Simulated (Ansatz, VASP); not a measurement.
## SnSe: VASP beside Ansatz

INCAR

```
  PREC = Accurate
  ENCUT = 500
  EDIFF = 1E-6
  ISMEAR = 0
  SIGMA = 0.05
  LREAL = F
  LASPH = T
  NELM = 120
  ALGO = Normal
  ISIF = 2
  LWAVE = F
  LCHARG = T
  GGA = CA
  LELF = T
  LVHAR = T
  NBANDS = 28
  GGA_COMPAT = F
```

The input KPOINTS:

```
Automatic mesh
0
Gamma
  6 6 4
```

The input POSCAR:

```
SnSe
1.0
    4.5041413582      0.0000000000      0.0000000000
    0.0000000000      3.8756565176      0.0000000000
    0.0000000000      0.0000000000     10.9796229414
Sn Se
2 2
Direct
    0.5000000000      0.0000000000      0.3781633338
    0.0000000000      0.5000000000      0.6218366662
    0.5000000000      0.0000000000      0.6217782129
    0.0000000000      0.5000000000      0.3782217871
```

Input for Ansatz:

```yaml
crystal:
  lattice:
    - [4.5041413582, 0.0, 0.0]
    - [0.0, 3.8756565176, 0.0]
    - [0.0, 0.0, 10.9796229414]
  atoms:
    - { symbol: Sn, position: [0.5, 0.0, 0.3781633338] }
    - { symbol: Sn, position: [0.0, 0.5, 0.6218366662] }
    - { symbol: Se, position: [0.5, 0.0, 0.6217782129] }
    - { symbol: Se, position: [0.0, 0.5, 0.3782217871] }
basis:
  ecutwfc: 420
kpoints:
  mp_grid: { grid: [6, 6, 4] }
hamiltonian:
  xc: lda
scf:
  occupations: { method: gaussian, width: 0.05 }
output:
  forces: true
  stress: true
  eigenvalues: true
```

Change from the starting cell: strain +0.0750 x Voigt [1, -1, 0, 0, 0, 0], atoms carried along.

Alike in both runs: task single point; functional LDA; k mesh 6 × 6 × 4; occupations gaussian, width 0.05 eV; no spin polarisation.

|  | VASP | Ansatz |
| --- | --- | --- |
| version | VASP 6.6.1 | Ansatz 0.2.0 |
| potentials or method | VASP PAW LDA potentials, release 64 (Sn_d, Se), cutoff 500 eV | scalar-relativistic, plane waves, PAW |
| valence electrons in the cell | 40 | 60 |

```tsv
	VASP	Ansatz	Ansatz less VASP
gap on the k mesh at the Fermi level (eV)	0.46	0.46	0.000
least direct gap on the mesh (eV)	1.39	1.40	+0.011
rms of the force components (eV/Å)	0.024	0.036	+0.0128
```

LDA's correlation is that of Perdew and Zunger in VASP and of Perdew and Wang (1992) in Ansatz. Atom by atom the forces differ by 0.013 eV/Å (rms over components). VASP's potentials hold 40 valence electrons a cell and Ansatz's 60, so a difference there can come from the potentials and not from the codes.
